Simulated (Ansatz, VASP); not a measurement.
## Two plane-wave programs on Na

```
CELL_PARAMETERS angstrom
3.77372 0.00000 0.00000
-1.88686 3.26814 0.00000
0.00000 0.00000 12.26905
ATOMIC_POSITIONS crystal
Na 0.00000 0.00000 0.00000
Na 0.00000 0.00000 0.50000
Na 0.33333 0.66667 0.25000
Na 0.66667 0.33333 0.75000
```

Alike in both runs: task single point; functional revPBE; k mesh 11 × 11 × 3; occupations fermi-dirac, width 0.1 eV; no spin polarisation.

|  | VASP | Ansatz |
| --- | --- | --- |
| version | VASP 6.6.1 | Ansatz 0.2.0 |
| potentials or method | VASP PAW PBE potentials, release 64 (Na_pv), cutoff 520 eV | plane waves (420 eV) with PAW, scalar-relativistic |
| valence electrons in the cell | 28 | 36 |

|  | VASP | Ansatz | Ansatz less VASP |
| --- | --- | --- | --- |
| pressure (GPa) | 0.3 | 0.3 | +0.01 |
| traceless stress, the component that is largest in VASP (GPa) | 0.13 | 0.13 | -0.002 |

VASP's potentials were made for PBE, not for revPBE. VASP's potentials hold 28 valence electrons a cell and Ansatz's 36, so a difference there can come from the potentials and not from the codes.
